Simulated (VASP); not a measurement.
# Fe (Im-3m) in VASP: further runs

Runs on Fe. Level: PBE. Tasks: single point.

Program: VASP 6.6.1. These are calculated values, not measurements. Logs are shortened: lines on timing, memory, paths and dates and some standing lists are left out, and cuts for length are marked.

### Step 1. The cell of the first run

The structure is cubic, space group Im-3m (No. 229). Conventional cell: a = 2.833 Å, b = 2.833 Å, c = 2.833 Å, α = 90.00°, β = 90.00°, γ = 90.00°. Fe (site symmetry m-3m) has 14 Fe at 2.45 to 2.83 Å within 3.2 Å.

### Step 2. Single point, PBE, collinear spin, ferromagnetic start

File INCAR:

```
PREC = Accurate ; ENCUT = 520
EDIFF = 1E-6 ; ISMEAR = 1
SIGMA = 0.6 ; LREAL = False
LASPH = True ; NELM = 150
ALGO = Normal ; ISIF = 2
LWAVE = False ; LCHARG = False
ISPIN = 2 ; MAGMOM = 2.208
LORBIT = 11 ; LMAXMIX = 4
GGA = PE ; NBANDS = 14
```

File KPOINTS:

```
Automatic mesh
0
Gamma
  15 15 15
```

File POSCAR:

```
Fe
1.0
   -1.4163059769      1.4163059769      1.4163059769
    1.4163059769     -1.4163059769      1.4163059769
    1.4163059769      1.4163059769     -1.4163059769
Fe
1
Direct
    0.0000000000      0.0000000000      0.0000000000
```

Potentials or basis: VASP PAW PBE potentials, release 64 (Fe).

Launch:

```bash
$ cat potpaw_PBE.64/Fe/POTCAR > POTCAR
$ mpirun -np 1 vasp_std > vasp.out
```

OUTCAR:

```text
PREC = Accurate
   ENCUT = 520
   EDIFF = 1E-6
   ISMEAR = 1
   LREAL = False
   LASPH = True
   NELM = 150
   ISIF = 2
   ISPIN = 2
   LORBIT = 11
   GGA = PE

 ion  position               nearest neighbor table
   1  0.000  0.000  0.000-

  LATTYP: Found a body centered cubic cell.
 ALAT       =     2.8326119538

  Lattice vectors:

 A1 = (  -1.4163059769,   1.4163059769,   1.4163059769)
 A2 = (   1.4163059769,  -1.4163059769,   1.4163059769)
 A3 = (   1.4163059769,   1.4163059769,  -1.4163059769)

Analysis of symmetry for initial positions (statically):
=====================================================================
 Subroutine PRICEL returns:
 Original cell was already a primitive cell.

 Routine SETGRP: Setting up the symmetry group for a
 body centered cubic supercell.

 Subroutine GETGRP returns: Found 48 space group operations
 (whereof 48 operations were pure point group operations)
 out of a pool of 48 trial point group operations.

The static configuration has the point symmetry O_h .

Analysis of symmetry for dynamics (positions and initial velocities):
=====================================================================
 Subroutine PRICEL returns:
 Original cell was already a primitive cell.

 Routine SETGRP: Setting up the symmetry group for a
 body centered cubic supercell.

 Subroutine GETGRP returns: Found 48 space group operations
 (whereof 48 operations were pure point group operations)
 out of a pool of 48 trial point group operations.

The dynamic configuration has the point symmetry O_h .

Analysis of structural, dynamic, and magnetic symmetry:
=====================================================================
 Subroutine PRICEL returns:
 Original cell was already a primitive cell.

 Routine SETGRP: Setting up the symmetry group for a
 body centered cubic supercell.

 Subroutine GETGRP returns: Found 48 space group operations
 (whereof 48 operations were pure point group operations)
 out of a pool of 48 trial point group operations.

The overall configuration has the point symmetry O_h .

 Subroutine INISYM returns: Found 48 space group operations
 (whereof 48 operations are pure point group operations),
 and found     1 'primitive' translations

----------------------------------------------------------------------------------------

                                     Primitive cell

  volume of cell :      11.3640

  direct lattice vectors                    reciprocal lattice vectors
    -1.416305977  1.416305977  1.416305977     0.000000000  0.353031060  0.353031060
     1.416305977 -1.416305977  1.416305977     0.353031060  0.000000000  0.353031060
     1.416305977  1.416305977 -1.416305977     0.353031060  0.353031060  0.000000000

  length of vectors
     2.453113911  2.453113911  2.453113911     0.499261313  0.499261313  0.499261313

  position of ions in fractional coordinates (direct lattice)
     0.000000000  0.000000000  0.000000000

  ion indices of the primitive-cell ions
   primitive index   ion index
                 1           1

----------------------------------------------------------------------------------------

 KPOINTS: Automatic mesh

Automatic generation of k-mesh.
 Grid dimensions read from file:
 generate k-points for:   15   15   15

 Generating k-lattice:

  Cartesian coordinates                     Fractional coordinates (reciprocal lattice)
     0.000000000  0.023535404  0.023535404     0.066666667  0.000000000  0.000000000
     0.023535404  0.000000000  0.023535404     0.000000000  0.066666667  0.000000000
     0.023535404  0.023535404  0.000000000     0.000000000  0.000000000  0.066666667

  Length of vectors
     0.033284088  0.033284088  0.033284088

  Shift w.r.t. Gamma in fractional coordinates (k-lattice)
     0.000000000  0.000000000  0.000000000

 Subroutine IBZKPT returns following result:
 ===========================================

 Found    120 irreducible k-points:

 Following reciprocal coordinates:
            Coordinates               Weight
  0.000000  0.000000  0.000000      1.000000
  0.066667  0.000000  0.000000     12.000000
  0.133333  0.000000  0.000000     12.000000
  0.200000  0.000000  0.000000     12.000000
  0.266667  0.000000  0.000000     12.000000
  0.333333  0.000000  0.000000     12.000000
[... 16 lines left out ...]
  0.333333  0.200000  0.000000     48.000000
  0.400000  0.200000 -0.000000     24.000000
 [... further k-points ...]
   k-points           NKPTS =    120   k-points in BZ     NKDIM =    120   number of bands    NBANDS=     14
   number of dos      NEDOS =    301   number of ions     NIONS =      1
   total plane-waves  NPLWV =   5832
   dimension x,y,z NGX =    18 NGY =   18 NGZ =   18
   dimension x,y,z NGXF=    36 NGYF=   36 NGZF=   36
   ions per type =               1
   NGX,Y,Z   is equivalent  to a cutoff of  12.20, 12.20, 12.20 a.u.
   NGXF,Y,Z  is equivalent  to a cutoff of  24.40, 24.40, 24.40 a.u.
 SYSTEM =  unknown system
   PREC   = accura    normal or accurate (medium, high low for compatibility)
   ISTART =      0    job   : 0-new  1-cont  2-samecut
   ICHARG =      2    charge: 1-file 2-atom 10-const
   ISPIN  =      2    spin polarized calculation?
   LNONCOLLINEAR =      F non collinear calculations
   LSORBIT =      F    spin-orbit coupling
   LASPH  =      T    aspherical Exc in radial PAW
   ENCUT  =  520.0 eV  38.22 Ry    6.18 a.u.   4.56  4.56  4.56*2*pi/ulx,y,z
   NELM   =    150;   NELMIN=  2; NELMDL= -5     # of ELM steps
   EDIFF  = 0.1E-05   stopping-criterion for ELM
   LREAL  =      F    real-space projection
   EDIFFG = 0.1E-04   stopping-criterion for IOM
   NSW    =      0    number of steps for IOM
   IBRION =     -1    ionic relax: 0-MD 1-quasi-New 2-CG
   NFREE  =      0    steps in history (QN), initial steepest desc. (CG)
   ISIF   =      2    stress and relaxation
   ISYM   =      2    0-nonsym 1-usesym 2-fastsym
   POTIM  = 0.5000    time-step for ionic-motion
   TEBEG  =    0.0;   TEEND  =   0.0 temperature during run
   PSTRESS=    0.0 pullay stress
   NELECT =       8.0000    total number of electrons
   NUPDOWN=      -1.0000    fix difference up-down
   EMIN   =  10.00;   EMAX   =-10.00  energy-range for DOS
   EFERMI =   0.00;   METHOD = LEGACY
   ISMEAR =     1;   SIGMA  =   0.60  broadening in eV -4-tet -1-fermi 0-gaus
   EFERMI_NEDOS =   21; number of points for ismear=-14 and -15
   IALGO  =     38    algorithm
   IMIX   =      4    mixing-type and parameters
     AMIX     =   0.40;   BMIX     =  1.00
     AMIX_MAG =   1.60;   BMIX_MAG =  1.00
  volume/ion in A,a.u.               =      11.36        76.69
  Fermi-wavevector in a.u.,A,eV,Ry     =   1.456334  2.752073 28.856726  2.120910
  Thomas-Fermi vector in A             =   2.573265
   LORBIT       =     11    0 simple, 1 ext, 2 COOP (PROOUT), +10 PAW based schemes
   GGA     = PE    functional components
   LHFCALC =     F    Hartree Fock is set to
   AEXX    =    0.0000 exact exchange contribution
   IVDW    =     0    specifies the selected vdW correction
   LEPSILON=     F    determine dielectric tensor
   LRPA    =     F    only Hartree local field effects (RPA)
 spin polarized calculation
 Methfessel and Paxton  Order N= 1 SIGMA  =   0.60
  energy-cutoff  :      520.00
  volume of cell :       11.36
 maximum number of plane-waves:       321
   NGX =  9   NGY =  9   NGZ =  9

 number of electron       8.0000009 magnetization       2.1831233

 Free energy of the ion-electron system (eV)
  ---------------------------------------------------
  ext. energy  EPLUGINS =         0.00000000
  ---------------------------------------------------
  free energy    TOTEN  =        -8.23503786 eV

  energy without entropy =       -8.27357527  energy(sigma->0) =       -8.24788366

 E-fermi :   5.8013     XC(G=0): -13.1150

 val. band max:        5.7994407542   @ k =  -0.4000   0.4667   0.0667
 cond. band min:       5.8021205527   @ k =  -0.4667   0.4667   0.0667
 fundamental gap:      0.0026797985
 Fermi energy:         5.8012653413

 spin component 1

 k-point     1 :       0.0000    0.0000    0.0000
  band No.  band energies     occupation
      1      -2.6076      1.00000
      2       3.5251      1.00000
      3       3.5251      1.00000
      4       3.5251      1.00000
      5       4.7198      1.01433
      6       4.7198      1.01433
      7      30.8440      0.00000
      8      30.8440      0.00000
      9      30.8440      0.00000
     10      35.9203      0.00000
     11      35.9203      0.00000
     12      38.2279      0.00000
     13      38.2279      0.00000
     14      38.2279      0.00000
[... 375 lines left out ...]
 k-point    24 :       0.4000    0.2000   -0.0000
  band No.  band energies     occupation
      1       1.6149      1.00000
      2       2.5318      1.00000
      3       3.5219      1.00000
      4       4.7880      1.01904
      5       5.2878      1.00296
      6       9.6885     -0.00000
      7      13.3675     -0.00000
      8      18.5638      0.00000
      9      25.0484      0.00000
     10      32.0486      0.00000
     11      36.6955      0.00000
     12      39.8159      0.00000
     13      43.8157      0.00000
     14      49.8085      0.00000

 [... further k-points ...]

 spin component 2

 k-point     1 :       0.0000    0.0000    0.0000
  band No.  band energies     occupation
      1      -2.4469      1.00000
      2       5.4159      0.93808
      3       5.4160      0.93799
      4       5.4161      0.93798
      5       7.4894     -0.00026
      6       7.4895     -0.00025
      7      30.5841      0.00000
      8      30.5841      0.00000
      9      30.5841      0.00000
     10      36.1205      0.00000
     11      36.1205      0.00000
     12      38.8676      0.00000
     13      38.8676      0.00000
     14      38.8677      0.00000
[... 375 lines left out ...]
 k-point    24 :       0.4000    0.2000   -0.0000
  band No.  band energies     occupation
      1       2.9841      1.00000
      2       4.1682      1.00041
      3       4.9112      1.02838
      4       7.3015     -0.00116
      5       7.7860     -0.00002
      6      10.9039     -0.00000
      7      14.5838     -0.00000
      8      19.2114      0.00000
      9      25.5166      0.00000
     10      32.2897      0.00000
     11      36.7912      0.00000
     12      40.3186      0.00000
     13      44.6605      0.00000
     14      49.7551      0.00000

 [... further k-points ...]

------------------------ aborting loop because EDIFF is reached ----------------------------------------

  FORCE on cell =-STRESS in cart. coord.  units (eV):
  Direction    XX          YY          ZZ          XY          YZ          ZX
  --------------------------------------------------------------------------------------
  -------------------------------------------------------------------------------------
  Total       -0.0753238     -0.0753238     -0.0753238      0.0000000      0.0000000     -0.0000000
  in kB      -10.6196870    -10.6196870    -10.6196870      0.0000000      0.0000000     -0.0000000
  external PRESSURE =     -10.6196870 kB  Pullay stress =       0.0000000 kB

 VOLUME and BASIS-vectors are now :
 -----------------------------------------------------------------------------
  energy-cutoff  :      520.00
  volume of cell :       11.36
      direct lattice vectors                 reciprocal lattice vectors
    -1.416305977  1.416305977  1.416305977     0.000000000  0.353031060  0.353031060
     1.416305977 -1.416305977  1.416305977     0.353031060  0.000000000  0.353031060
     1.416305977  1.416305977 -1.416305977     0.353031060  0.353031060  0.000000000

 POSITION                                       TOTAL-FORCE (eV/Angst)
 -----------------------------------------------------------------------------------
      0.00000      0.00000      0.00000         0.000000      0.000000      0.000000
 -----------------------------------------------------------------------------------
    total drift:                                0.000000      0.000000      0.000000

  FREE ENERGIE OF THE ION-ELECTRON SYSTEM (eV)
  ---------------------------------------------------
  free  energy   TOTEN  =        -8.2350378592 eV

  energy  without entropy=       -8.2735752660  energy(sigma->0) =       -8.24788366

 total charge

# of ion       s       p       d       tot
------------------------------------------
    1        0.487   0.540   6.241   7.267

 magnetization (x)

# of ion       s       p       d       tot
------------------------------------------
    1       -0.014  -0.057   2.252   2.181
```

Run time: 40 s. Hardware: 1 thread of Intel Xeon 8259CL, shared host; peak memory 0.14 GiB.

What came out:

```yaml
Free_energy: -8.2350 eV
Pressure: -1.1 GPa
Net_moment: 2.18 μB per cell
Site_moments: Fe +2.18 μB
Valence_electrons_inside_the_program's_atomic_spheres: Fe 7.27
```

Caveat: so wide a smearing shifts energies and pressures.

### Step 3. Single point, PBE, collinear spin, ferromagnetic start

File INCAR:

```
PREC = Accurate ; ENCUT = 520
EDIFF = 1E-7 ; ISMEAR = 1
SIGMA = 1.0 ; LREAL = F
LASPH = T ; NELM = 150
ALGO = Normal ; ISIF = 2
LWAVE = F ; LCHARG = F
ISPIN = 2 ; MAGMOM = 2.208
LORBIT = 11 ; LMAXMIX = 4
GGA = PE ; NBANDS = 14
```

KPOINTS is that of step 2.

POSCAR is that of step 2.

Potentials or basis: VASP PAW PBE potentials, release 64 (Fe).

Launch:

```bash
$ cat potpaw_PBE.64/Fe/POTCAR > POTCAR
$ mpirun -np 1 vasp_std > vasp.out
```

OUTCAR:

```text
PREC = Accurate
   ENCUT = 520
   EDIFF = 1E-7
   ISMEAR = 1
   LREAL = F
   LASPH = T
   NELM = 150
   ISIF = 2
   ISPIN = 2
   LORBIT = 11
   GGA = PE

 ion  position               nearest neighbor table
   1  0.000  0.000  0.000-

  LATTYP: Found a body centered cubic cell.
 ALAT       =     2.8326119538

  Lattice vectors:

 A1 = (  -1.4163059769,   1.4163059769,   1.4163059769)
 A2 = (   1.4163059769,  -1.4163059769,   1.4163059769)
[... 1024 lines left out ...]
  -------------------------------------------------------------------------------------
  Total       -0.0880705     -0.0880705     -0.0880705      0.0000000      0.0000000      0.0000000
  in kB      -12.4168086    -12.4168086    -12.4168086      0.0000000      0.0000000      0.0000000
  external PRESSURE =     -12.4168086 kB  Pullay stress =       0.0000000 kB

 VOLUME and BASIS-vectors are now :
 -----------------------------------------------------------------------------
  energy-cutoff  :      520.00
  volume of cell :       11.36
      direct lattice vectors                 reciprocal lattice vectors
    -1.416305977  1.416305977  1.416305977     0.000000000  0.353031060  0.353031060
     1.416305977 -1.416305977  1.416305977     0.353031060  0.000000000  0.353031060
     1.416305977  1.416305977 -1.416305977     0.353031060  0.353031060  0.000000000

 POSITION                                       TOTAL-FORCE (eV/Angst)
 -----------------------------------------------------------------------------------
      0.00000      0.00000      0.00000        -0.000000      0.000000      0.000000
 -----------------------------------------------------------------------------------
    total drift:                                0.000000      0.000000      0.000000

  FREE ENERGIE OF THE ION-ELECTRON SYSTEM (eV)
  ---------------------------------------------------
  free  energy   TOTEN  =        -8.1944553280 eV

  energy  without entropy=       -8.3217202614  energy(sigma->0) =       -8.23687697

 total charge

# of ion       s       p       d       tot
------------------------------------------
    1        0.487   0.540   6.240   7.267

 magnetization (x)

# of ion       s       p       d       tot
------------------------------------------
    1       -0.013  -0.057   2.280   2.210
```

OSZICAR:

```text
N       E                     dE             d eps       ncg     rms          rms(c)
DAV:   1     0.211251525355E+02    0.21125E+02   -0.38598E+03  7478   0.697E+02
DAV:   2    -0.839806755817E+01   -0.29523E+02   -0.27155E+02  7344   0.128E+02
DAV:   3    -0.926198161285E+01   -0.86391E+00   -0.85611E+00  8184   0.225E+01
DAV:   4    -0.926474390051E+01   -0.27623E-02   -0.27620E-02  7752   0.115E+00
DAV:   5    -0.926475721408E+01   -0.13314E-04   -0.13313E-04  8256   0.811E-02    0.114E+01
DAV:   6    -0.827303171011E+01    0.99173E+00   -0.10768E+01  8478   0.380E+01    0.566E+00
DAV:   7    -0.820186699806E+01    0.71165E-01   -0.74132E-01  8328   0.944E+00    0.323E+00
DAV:   8    -0.820009278683E+01    0.17742E-02   -0.12927E-02  8232   0.676E-01    0.154E+00
DAV:   9    -0.819406504059E+01    0.60277E-02   -0.15041E-02  9080   0.776E-01    0.481E-01
DAV:  10    -0.819430628727E+01   -0.24125E-03   -0.85106E-04  7818   0.285E-01    0.156E-01
DAV:  11    -0.819445249812E+01   -0.14621E-03   -0.69740E-04  8428   0.196E-01    0.359E-02
DAV:  12    -0.819445530588E+01   -0.28078E-05   -0.80068E-06  7710   0.319E-02    0.110E-02
DAV:  13    -0.819445590942E+01   -0.60354E-06   -0.18630E-06  7746   0.950E-03    0.923E-03
DAV:  14    -0.819445535621E+01    0.55321E-06   -0.64899E-07  8064   0.678E-03    0.220E-03
DAV:  15    -0.819445532796E+01    0.28252E-07   -0.72340E-09  3726   0.865E-04
   1 F= -.81944553E+01 E0= -.82368770E+01  d E =0.127265E+00  mag=     2.2122
```

Wall time 60 s (1 thread of Intel Xeon 8259CL, shared host); peak memory 0.14 GiB.

What came out:

| Item | Value |
| --- | --- |
| Free energy | -8.1945 eV |
| Pressure | -1.2 GPa |
| Net moment | 2.21 μB per cell |
| Site moments | Fe +2.21 μB |
| Valence electrons inside the program's atomic spheres | Fe 7.27 |

Caveat: so wide a smearing shifts energies and pressures.
